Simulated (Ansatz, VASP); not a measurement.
# Two plane-wave programs on Ir

File INCAR:

```
SYSTEM = Ir
PREC     = Accurate       ! precision mode
ENCUT    = 520            ! plane-wave cutoff, eV
EDIFF    = 1E-7           ! SCF threshold, eV
ISMEAR   = 0              ! smearing method
SIGMA    = 0.05           ! smearing width, eV
LREAL    = .FALSE.        ! projectors in reciprocal space
LASPH    = .TRUE.         ! aspherical terms in the spheres
NELM     = 100            ! most SCF steps
ALGO     = Fast           ! electronic algorithm
ISIF     = 2              ! what is computed and relaxed
LWAVE    = .FALSE.        ! write WAVECAR
LCHARG   = .FALSE.        ! write CHGCAR
GGA      = PE             ! functional
NBANDS   = 16             ! bands
```

Contents of KPOINTS:

```
regular mesh
0
G
  15 15 8
  0 0 0
```

Contents of POSCAR:

```
Ir
1.0
    2.7513778946      0.0000000000      0.0000000000
   -1.3756889473      2.3827631521      0.0000000000
    0.0000000000      0.0000000000      4.4622900000
Ir
2
Direct
    0.6666666700      0.3333333300      0.7500000000
    0.3648093917      0.7296187934      0.2500000000
```

Input for Ansatz:

```yaml
crystal:
  lattice:
    - [2.7513778946, 0.0, 0.0]
    - [-1.3756889473, 2.3827631521, 0.0]
    - [0.0, 0.0, 4.46229]
  atoms:
    - { symbol: Ir, position: [0.66666667, 0.33333333, 0.75] }
    - { symbol: Ir, position: [0.3648093917, 0.7296187934, 0.25] }
basis:
  ecutwfc: 420
  fft_grid_basis: typed
kpoints:
  mp_grid: { grid: [15, 15, 8] }
hamiltonian:
  xc: pbe
scf:
  occupations: { method: gaussian, width: 0.05 }
output:
  forces: true
  stress: true
  eigenvalues: true
  bader: true
  write_density: true
  volumetric_format: npy
```

Alike in both runs: task single point; functional PBE; k mesh 15 × 15 × 8; occupations gaussian, width 0.05 eV; no spin polarisation.

```csv
,VASP,Ansatz
version,VASP 6.6.1,Ansatz 0.2.0
potentials or method,"VASP PAW PBE potentials, release 64 (Ir), cutoff 520 eV","scalar-relativistic, plane waves, PAW"
valence electrons in the cell,18,34
```

Ansatz gave:

| Item | Value |
| --- | --- |
| gap on the k mesh at the Fermi level (eV) | none |
| pressure (GPa) | -0.6 |
| traceless stress, the component that is largest in VASP (GPa) | -1.95 |
| rms of the force components (eV/Å) | 0.422 |

Q: Which values does VASP return?

A: gap on the k mesh at the Fermi level (eV): none; pressure (GPa): -0.1; traceless stress, the component that is largest in VASP (GPa): -2.02; rms of the force components (eV/Å): 0.422.

Atom by atom the forces differ by 0.000 eV/Å (rms over components). A gap of «none» marks a metal or a gap that the smearing closes. VASP's potentials hold 18 valence electrons a cell and Ansatz's 34, so a difference there can come from the potentials and not from the codes.

Spin-orbit coupling is off throughout.
